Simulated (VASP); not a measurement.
# Ba: single point with LDA

The system is Ba.

```xyz
1
Lattice="-2.5065 2.5065 2.5065 2.5065 -2.5065 2.5065 2.5065 2.5065 -2.5065" Properties=species:S:1:pos:R:3 pbc="T T T"
Ba    0.0000    0.0000    0.0000
```

```json
{"Program": "VASP 6.6.1", "Task": "single point", "Functional": "LDA", "Potentials or basis": "VASP PAW LDA potentials, release 64 (Ba_sv)", "Cutoff": "500 eV", "k mesh": "7 × 7 × 7", "Occupations": "fermi-dirac, width 0.1 eV", "Spin": "no spin polarisation"}
```

```
Pressure               : -1.2 GPa
Band gap on the k mesh : zero (bands 5 and 6 overlap by 0.66 eV)
```

Levels at points of the mesh, in eV from the Fermi level:
```csv
k point,band 1,band 2,band 3,band 4,band 5,band 6,band 7,band 8,band 9,band 10
"(0.00, 0.00, 0.00)",-28.81,-13.78,-13.78,-13.78,-2.75,1.76,1.76,1.76,3.21,3.21
```

Wall time 6.1 s on 1 thread of Intel(R) Xeon(R) Platinum 8488C (Sapphire Rapids), with other jobs on the host, peak memory 0.15 GiB.

Caveat: spin-orbit coupling is left out, which moves the levels of the heavy elements.
